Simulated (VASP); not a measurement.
# VCuS2 (R-3m) in VASP: single point with PBE+U

Aim: the single point of VCuS2 with PBE+U.

Program: VASP 6.6.1. These are calculated values, not measurements. Logs are shortened: lines on timing, memory, paths and dates and some standing lists are left out, and cuts for length are marked.

### Step 1. The cell of the first run

The structure is trigonal, space group R-3m (No. 166). Conventional cell: a = 3.587 Å, b = 3.587 Å, c = 19.536 Å, α = 90.00°, β = 90.00°, γ = 120.00°. Cu (site symmetry -3m) has 6 S at 2.85 Å and 6 Cu at 3.59 Å and 6 V at 3.86 Å within 3.9 Å. Within 3.2 Å of V (site symmetry -3m) lie 6 S at 2.45 Å. S (site symmetry 3m) has 3 V at 2.45 Å and 3 Cu at 2.85 Å and 3 S at 3.33 Å within 3.4 Å.

### Step 2. Single point, PBE+U, collinear spin, ferromagnetic start

Input file INCAR:

```
PREC = Accurate
ENCUT = 520
EDIFF = 1E-7
ISMEAR = 0
SIGMA = 0.05
LREAL = False
LASPH = True
NELM = 150
ALGO = Normal
ISIF = 2
LWAVE = False
LCHARG = False
ISPIN = 2
MAGMOM = 0 2 0 0
LORBIT = 11
LMAXMIX = 4
LDAU = True
LDAUTYPE = 1
LDAUL = -1 2 -1
LDAUU = 0 7 0
LDAUJ = 0 0.9 0
LDAUPRINT = 1
GGA = PE
NBANDS = 30
```

Input file KPOINTS:

```
regular mesh
0
Gamma
  6 6 6
```

Input file POSCAR:

```
VCuS2
1.0
    1.7937081300      1.0355978700      6.5118449900
   -1.7937081300      1.0355978700      6.5118449900
    0.0000000000     -2.0711957400      6.5118449900
Cu V S
1 1 2
Direct
    0.5000000000      0.5000000000      0.5000000000
    0.0000000000      0.0000000000      0.0000000000
    0.2667000000      0.2667000000      0.2667000000
    0.7333000000      0.7333000000      0.7333000000
```

Potentials or basis: VASP PAW PBE potentials, release 64 (Cu, V_sv, S).

On the command line:

```console
$ cat potpaw_PBE.64/Cu/POTCAR potpaw_PBE.64/V_sv/POTCAR potpaw_PBE.64/S/POTCAR > POTCAR
$ mpirun -np 1 vasp_std > vasp.out
```

OUTCAR:

```text
PREC = Accurate
   ENCUT = 520
   EDIFF = 1E-7
   ISMEAR = 0
   LREAL = False
   LASPH = True
   NELM = 150
   ISIF = 2
   ISPIN = 2
   LORBIT = 11
   GGA = PE

 ion  position               nearest neighbor table
   1  0.500  0.500  0.500-
   2  0.000  0.000  0.000-   4 2.45   3 2.45   4 2.45   4 2.45   3 2.45   3 2.45
   3  0.267  0.267  0.267-   2 2.45   2 2.45   2 2.45
   4  0.733  0.733  0.733-   2 2.45   2 2.45   2 2.45

  LATTYP: Found a trigonal (rhomboedric) cell.
 ALAT       =     6.8332991284
 COS(alpha) =     0.8621925543

  Lattice vectors:

 A1 = (   1.7937081300,   1.0355978700,   6.5118449900)
 A2 = (  -1.7937081300,   1.0355978700,   6.5118449900)
 A3 = (   0.0000000000,  -2.0711957400,   6.5118449900)

Analysis of symmetry for initial positions (statically):
=====================================================================
 Subroutine PRICEL returns:
 Original cell was already a primitive cell.

 Routine SETGRP: Setting up the symmetry group for a
 trigonal (rhombohedral) supercell.

 Subroutine GETGRP returns: Found 12 space group operations
 (whereof 12 operations were pure point group operations)
 out of a pool of 12 trial point group operations.

The static configuration has the point symmetry D_3d.

Analysis of symmetry for dynamics (positions and initial velocities):
=====================================================================
 Subroutine PRICEL returns:
 Original cell was already a primitive cell.

 Routine SETGRP: Setting up the symmetry group for a
 trigonal (rhombohedral) supercell.

 Subroutine GETGRP returns: Found 12 space group operations
 (whereof 12 operations were pure point group operations)
 out of a pool of 12 trial point group operations.

The dynamic configuration has the point symmetry D_3d.

Analysis of structural, dynamic, and magnetic symmetry:
=====================================================================
 Subroutine PRICEL returns:
 Original cell was already a primitive cell.

 Routine SETGRP: Setting up the symmetry group for a
 trigonal (rhombohedral) supercell.

 Subroutine GETGRP returns: Found 12 space group operations
 (whereof 12 operations were pure point group operations)
 out of a pool of 12 trial point group operations.

The overall configuration has the point symmetry D_3d.

 Subroutine INISYM returns: Found 12 space group operations
 (whereof 12 operations are pure point group operations),
 and found     1 'primitive' translations

----------------------------------------------------------------------------------------

                                     Primitive cell

  volume of cell :      72.5769

  direct lattice vectors                    reciprocal lattice vectors
     1.793708130  1.035597870  6.511844990     0.278752151  0.160937630  0.051188770
    -1.793708130  1.035597870  6.511844990    -0.278752151  0.160937630  0.051188770
     0.000000000 -2.071195740  6.511844990     0.000000000 -0.321875260  0.051188770

  length of vectors
     6.833299128  6.833299128  6.833299128     0.325920194  0.325920194  0.325920194

  position of ions in fractional coordinates (direct lattice)
     0.500000000  0.500000000  0.500000000
     0.000000000  0.000000000  0.000000000
     0.266700000  0.266700000  0.266700000
     0.733300000  0.733300000  0.733300000

  ion indices of the primitive-cell ions
   primitive index   ion index
                 1           1
                 2           2
                 3           3
                 4           4

----------------------------------------------------------------------------------------

 KPOINTS: regular mesh

Automatic generation of k-mesh.
 Grid dimensions read from file:
 generate k-points for:    6    6    6

 Generating k-lattice:

  Cartesian coordinates                     Fractional coordinates (reciprocal lattice)
     0.046458692  0.026822938  0.008531462     0.166666667  0.000000000  0.000000000
    -0.046458692  0.026822938  0.008531462     0.000000000  0.166666667  0.000000000
     0.000000000 -0.053645877  0.008531462     0.000000000  0.000000000  0.166666667

  Length of vectors
     0.054320032  0.054320032  0.054320032

  Shift w.r.t. Gamma in fractional coordinates (k-lattice)
     0.000000000  0.000000000  0.000000000

 Subroutine IBZKPT returns following result:
 ===========================================

 Found     32 irreducible k-points:

 Following reciprocal coordinates:
            Coordinates               Weight
  0.000000  0.000000  0.000000      1.000000
  0.166667 -0.000000 -0.000000      6.000000
  0.333333 -0.000000 -0.000000      6.000000
  0.500000 -0.000000  0.000000      3.000000
  0.166667  0.166667 -0.000000      6.000000
  0.333333  0.166667  0.000000     12.000000
[... 16 lines left out ...]
  0.500000  0.500000  0.166667      6.000000
 -0.333333  0.500000  0.166667     12.000000
 [... further k-points ...]
   k-points           NKPTS =     32   k-points in BZ     NKDIM =     32   number of bands    NBANDS=     30
   number of dos      NEDOS =    301   number of ions     NIONS =      4
   total plane-waves  NPLWV = 157464
   dimension x,y,z NGX =    54 NGY =   54 NGZ =   54
   dimension x,y,z NGXF=   108 NGYF=  108 NGZF=  108
   ions per type =               1   1   2
   NGX,Y,Z   is equivalent  to a cutoff of  13.14, 13.14, 13.14 a.u.
   NGXF,Y,Z  is equivalent  to a cutoff of  26.28, 26.28, 26.28 a.u.
 SYSTEM =  unknown system
   PREC   = accura    normal or accurate (medium, high low for compatibility)
   ISTART =      0    job   : 0-new  1-cont  2-samecut
   ICHARG =      2    charge: 1-file 2-atom 10-const
   ISPIN  =      2    spin polarized calculation?
   LNONCOLLINEAR =      F non collinear calculations
   LSORBIT =      F    spin-orbit coupling
   LASPH  =      T    aspherical Exc in radial PAW
   ENCUT  =  520.0 eV  38.22 Ry    6.18 a.u.  12.71 12.71 12.71*2*pi/ulx,y,z
   NELM   =    150;   NELMIN=  2; NELMDL= -5     # of ELM steps
   EDIFF  = 0.1E-06   stopping-criterion for ELM
   LREAL  =      F    real-space projection
   EDIFFG = 0.1E-05   stopping-criterion for IOM
   NSW    =      0    number of steps for IOM
   IBRION =     -1    ionic relax: 0-MD 1-quasi-New 2-CG
   NFREE  =      0    steps in history (QN), initial steepest desc. (CG)
   ISIF   =      2    stress and relaxation
   ISYM   =      2    0-nonsym 1-usesym 2-fastsym
   POTIM  = 0.5000    time-step for ionic-motion
   TEBEG  =    0.0;   TEEND  =   0.0 temperature during run
   PSTRESS=    0.0 pullay stress
   NELECT =      36.0000    total number of electrons
   NUPDOWN=      -1.0000    fix difference up-down
   EMIN   =  10.00;   EMAX   =-10.00  energy-range for DOS
   EFERMI =   0.00;   METHOD = LEGACY
   ISMEAR =     0;   SIGMA  =   0.05  broadening in eV -4-tet -1-fermi 0-gaus
   EFERMI_NEDOS =   21; number of points for ismear=-14 and -15
   IALGO  =     38    algorithm
   IMIX   =      4    mixing-type and parameters
     AMIX     =   0.40;   BMIX     =  1.00
     AMIX_MAG =   1.60;   BMIX_MAG =  1.00
  volume/ion in A,a.u.               =      18.14       122.44
  Fermi-wavevector in a.u.,A,eV,Ry     =   1.295914  2.448923 22.849538  1.679394
  Thomas-Fermi vector in A             =   2.427404
   LORBIT       =     11    0 simple, 1 ext, 2 COOP (PROOUT), +10 PAW based schemes
 LDA+U is selected, type is set to LDAUTYPE =  1
   angular momentum for each species LDAUL =    -1    2   -1
   U (eV)           for each species LDAUU =   0.0  7.0  0.0
   J (eV)           for each species LDAUJ =   0.0  0.9  0.0
   GGA     = PE    functional components
   LHFCALC =     F    Hartree Fock is set to
   AEXX    =    0.0000 exact exchange contribution
   IVDW    =     0    specifies the selected vdW correction
   LEPSILON=     F    determine dielectric tensor
   LRPA    =     F    only Hartree local field effects (RPA)
 spin polarized calculation
 Gauss-broadening in eV      SIGMA  =   0.05
  energy-cutoff  :      520.00
  volume of cell :       72.58
 maximum number of plane-waves:      1987
 NGX is ok and might be reduce to    54
   NGX = 25   NGY = 25   NGZ = 25

atom =   2  type =  2  l = 2

 onsite density matrix

spin component  1

  0.5251  0.0000 -0.0000 -0.3401  0.0000
  0.0000  0.6265  0.0000 -0.0000 -0.3401
 -0.0000  0.0000  0.0471  0.0000 -0.0000
 -0.3401 -0.0000  0.0000  0.6265 -0.0000
  0.0000 -0.3401 -0.0000 -0.0000  0.5251

spin component  2

  0.0908 -0.0000  0.0000  0.0833  0.0000
 -0.0000  0.1305 -0.0000 -0.0000  0.0833
  0.0000 -0.0000  0.0382 -0.0000 -0.0000
  0.0833 -0.0000 -0.0000  0.1305  0.0000
  0.0000  0.0833 -0.0000  0.0000  0.0908

 occupancies and eigenvectors

  o =  0.0251  v =  0.0000  0.0000  0.0000  0.0000  0.0000  0.0000 -0.6196  0.0000  0.0000  0.7849      0.0000  0.0000  0.0000  0.0000  0.0000  0.0000  0.0000  0.0000  0.0000  0.0000
  o =  0.0251  v =  0.0000  0.0000  0.0000  0.0000  0.0000 -0.7849  0.0000  0.0000  0.6196  0.0000      0.0000  0.0000  0.0000  0.0000  0.0000  0.0000  0.0000  0.0000  0.0000  0.0000
  o =  0.0382  v =  0.0000  0.0000  0.0000  0.0000  0.0000  0.0000 -0.0000 -1.0000  0.0000  0.0000      0.0000  0.0000  0.0000  0.0000  0.0000  0.0000  0.0000  0.0000  0.0000  0.0000
  o =  0.0471  v =  0.0000 -0.0000 -1.0000  0.0000 -0.0000  0.0000  0.0000  0.0000  0.0000  0.0000      0.0000  0.0000  0.0000  0.0000  0.0000  0.0000  0.0000  0.0000  0.0000  0.0000
  o =  0.1963  v =  0.0000  0.0000  0.0000  0.0000  0.0000  0.0000  0.7849 -0.0000 -0.0000  0.6196      0.0000  0.0000  0.0000  0.0000  0.0000  0.0000  0.0000  0.0000  0.0000  0.0000
  o =  0.1963  v =  0.0000  0.0000  0.0000  0.0000  0.0000  0.6196  0.0000  0.0000  0.7849  0.0000      0.0000  0.0000  0.0000  0.0000  0.0000  0.0000  0.0000  0.0000  0.0000  0.0000
  o =  0.2319  v =  0.0000  0.6529 -0.0000  0.0000  0.7574  0.0000  0.0000  0.0000  0.0000  0.0000      0.0000  0.0000  0.0000  0.0000  0.0000  0.0000  0.0000  0.0000  0.0000  0.0000
  o =  0.2319  v = -0.7574  0.0000 -0.0000 -0.6529  0.0000  0.0000  0.0000  0.0000  0.0000  0.0000      0.0000  0.0000  0.0000  0.0000  0.0000  0.0000  0.0000  0.0000  0.0000  0.0000
  o =  0.9197  v =  0.0000 -0.7574 -0.0000  0.0000  0.6529  0.0000  0.0000  0.0000  0.0000  0.0000      0.0000  0.0000  0.0000  0.0000  0.0000  0.0000  0.0000  0.0000  0.0000  0.0000
  o =  0.9197  v = -0.6529  0.0000  0.0000  0.7574 -0.0000  0.0000  0.0000  0.0000  0.0000  0.0000      0.0000  0.0000  0.0000  0.0000  0.0000  0.0000  0.0000  0.0000  0.0000  0.0000

 number of electron      35.9999997 magnetization       1.9999831

 Free energy of the ion-electron system (eV)
  ---------------------------------------------------
  ext. energy  EPLUGINS =         0.00000000
  ---------------------------------------------------
  free energy    TOTEN  =       -18.84111343 eV

  energy without entropy =      -18.84111343  energy(sigma->0) =      -18.84111343

 E-fermi :   5.7274     XC(G=0): -10.3716

 val. band max:        5.3694133275   @ k =  -0.1667   0.1667   0.0000
 cond. band min:       6.5256717161   @ k =   0.0000   0.0000   0.0000
 fundamental gap:      1.1562583886
 Fermi energy:         5.7273980591

 spin component 1

 k-point     1 :       0.0000    0.0000    0.0000
  band No.  band energies     occupation
      1     -60.5702      1.00000
      2     -34.5187      1.00000
      3     -34.3045      1.00000
      4     -34.3045      1.00000
      5      -8.3814      1.00000
      6      -6.8678      1.00000
[... 781 lines left out ...]
     29      15.3332      0.00000
     30      15.7291      0.00000

 [... further k-points ...]

 spin component 2

 k-point     1 :       0.0000    0.0000    0.0000
  band No.  band energies     occupation
      1     -58.6907      1.00000
      2     -32.9295      1.00000
      3     -32.3097      1.00000
      4     -32.3097      1.00000
      5      -8.3286      1.00000
      6      -6.8658      1.00000
[... 781 lines left out ...]
     29      15.8565      0.00000
     30      16.0511      0.00000

 [... further k-points ...]
[... 5 lines left out ...]
  --------------------------------------------------------------------------------------
  -------------------------------------------------------------------------------------
  Total        1.4274532      1.4274532     -1.0979570      0.0000000     -0.0000000      0.0000000
  in kB       31.5118741     31.5118740    -24.2380508      0.0000000     -0.0000000      0.0000000
  external PRESSURE =      12.9285658 kB  Pullay stress =       0.0000000 kB

 VOLUME and BASIS-vectors are now :
 -----------------------------------------------------------------------------
  energy-cutoff  :      520.00
  volume of cell :       72.58
      direct lattice vectors                 reciprocal lattice vectors
     1.793708130  1.035597870  6.511844990     0.278752151  0.160937630  0.051188770
    -1.793708130  1.035597870  6.511844990    -0.278752151  0.160937630  0.051188770
     0.000000000 -2.071195740  6.511844990     0.000000000 -0.321875260  0.051188770

 POSITION                                       TOTAL-FORCE (eV/Angst)
 -----------------------------------------------------------------------------------
      0.00000      0.00000      9.76777         0.000000      0.000000     -0.000000
      0.00000      0.00000      0.00000        -0.000000     -0.000000     -0.000000
      0.00000      0.00000      5.21013        -0.000000     -0.000000     -1.834270
      0.00000      0.00000     14.32541        -0.000000     -0.000000      1.834270
 -----------------------------------------------------------------------------------
    total drift:                                0.000000     -0.000000      0.000000

  FREE ENERGIE OF THE ION-ELECTRON SYSTEM (eV)
  ---------------------------------------------------
  free  energy   TOTEN  =       -18.8411134339 eV

  energy  without entropy=      -18.8411134339  energy(sigma->0) =      -18.84111343

 total charge

# of ion       s       p       d       tot
------------------------------------------
    1        0.196   0.111   9.385   9.692
    2        2.236   6.198   2.810  11.244
    3        1.328   2.442   0.000   3.769
    4        1.328   2.442   0.000   3.769
--------------------------------------------------
tot          5.087  11.193  12.195  28.475

 magnetization (x)

# of ion       s       p       d       tot
------------------------------------------
    1        0.006  -0.001  -0.004   0.002
    2        0.023   0.019   1.863   1.905
    3       -0.001  -0.015   0.000  -0.016
    4       -0.001  -0.015   0.000  -0.016
--------------------------------------------------
tot          0.029  -0.012   1.859   1.876
```

Wall time 19 min (1 thread of AMD EPYC 7R13 (Zen 3), shared host); peak memory 0.53 GiB.

Results:

| Quantity | Value |
| --- | --- |
| Free energy | -18.8411 eV |
| Pressure | 1.3 GPa |
| Largest force | 1.834 eV/Å |
| Band gap on the k mesh | 1.16 eV (least direct gap 1.32 eV) |
| Net moment | 2.00 μB per cell |
| Site moments | Cu +0.00; V +1.91; S -0.02 μB |
| Valence electrons inside the program's atomic spheres | Cu 9.69; V 11.24; S 3.77 |

Forces on the atoms (eV/Å):
```
Cu   0.000  0.000  0.000
V    0.000  0.000  0.000
S    0.000  0.000 -1.834
S    0.000  0.000  1.834
```

Levels at points of the mesh, in eV from the valence-band top:
Spin up:
```csv
k point,band 16,band 17,band 18,band 19,band 20,band 21,band 22,band 23
"(0.00, 0.00, 0.00)",-0.86,-0.86,-0.61,-0.61,1.16,2.51,3.68,3.68
"(0.50, 0.00, 0.00)",-0.72,-0.63,-0.53,-0.36,1.85,2.86,2.91,3.05
"(0.50, 0.50, 0.00)",-0.72,-0.71,-0.60,-0.25,1.49,2.15,3.28,3.53
"(0.50, 0.50, 0.50)",-0.92,-0.92,-0.02,-0.02,2.01,3.48,3.48,3.71
```
Spin down:
```tsv
k point	band 13	band 14	band 15	band 16	band 17	band 18	band 19	band 20	band 21	band 22
(0.00, 0.00, 0.00)	-0.95	-0.85	-0.85	-0.60	-0.60	1.40	2.90	3.17	3.17	4.42
(0.50, 0.00, 0.00)	-1.13	-0.71	-0.63	-0.52	-0.35	1.97	3.12	3.25	3.32	3.87
(0.50, 0.50, 0.00)	-1.27	-0.71	-0.71	-0.66	-0.21	1.46	2.36	3.60	3.67	3.72
(0.50, 0.50, 0.50)	-1.02	-0.92	-0.92	-0.01	-0.01	2.55	3.05	3.05	3.71	4.33
```

Eigenvalues of the final occupation matrices:
```
    site  spin  trace               eigenvalues
site 2 d     1   2.35  0.05 0.23 0.23 0.92 0.92
site 2 d     2   0.48  0.03 0.03 0.04 0.20 0.20
```

Caveat: a cell with one magnetic atom can't hold antiferromagnetic order, which such compounds often take; forces of over 1 eV/Å act on the atoms, so gaps and moduli don't describe the material at rest.
